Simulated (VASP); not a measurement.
Write the native input for VASP 6.6.1 that does the following.

- Task: single point
- Functional: PBEsol
- Potentials or basis: VASP PAW PBE potentials, release 64 (Al, N)
- Cutoff: 520 eV
- k mesh: 8 × 8 × 8
- Occupations: gaussian, width 0.05 eV
- Spin: no spin polarisation
- Dipole correction: no
- Further INCAR settings: ALGO = Normal; EDIFF = 1e-06; NBANDS = 26

The structure of AlN lies in POSCAR:

```
AlN
1.0
   -3.1135599857      0.0000000000      0.0000000000
    0.0000000000      5.3928440876      0.0000000000
    1.5567799928     -2.6964220438     -4.9833504711
Al N
4 4
Direct
    0.9992425391      0.3373909551      0.9984850782
    0.4992425391      0.8373909551      0.9984850782
    0.2492425391      0.9110941231      0.4984850782
    0.7492425391      0.4110941231      0.4984850782
    0.8082596863      0.1519771472      0.6165193726
    0.3082596863      0.6519771472      0.6165193726
    0.0582596863      0.7145422254      0.1165193726
    0.5582596863      0.2145422254      0.1165193726
```

This cell differs from its parent crystal: atoms displaced along a vibrational mode.

One way to write it, as run:

INCAR

```
SYSTEM = AlN
  PREC = Accurate
  ENCUT = 520
  EDIFF = 1E-6
  ISMEAR = 0
  SIGMA = 0.05
  LREAL = .FALSE.
  LASPH = .TRUE.
  NELM = 60
  ALGO = Normal
  ISIF = 2
  LWAVE = .FALSE.
  LCHARG = .FALSE.
  GGA = PS
  NBANDS = 26
```

KPOINTS

```
regular mesh
0
G
  8 8 8
  0 0 0
```

Potentials or basis: VASP PAW PBE potentials, release 64 (Al, N).

Run with:

```sh
$ cat potpaw_PBE.64/Al/POTCAR potpaw_PBE.64/N/POTCAR > POTCAR
$ mpirun -np 1 vasp_std > vasp.out
```

Results of the run:

The pressure is 1.1 GPa, the largest force is 1.442 eV/Å and the band gap on the k mesh is 4.09 eV.

Caveat: the cell differs from its parent crystal (atoms displaced along a vibrational mode); the PAW data sets were made with another functional, which shifts forces and pressure a little.

It took 68 s on 1 thread of Intel(R) Xeon(R) 6975P-C (Granite Rapids), on a shared host, peak memory 0.29 GiB.
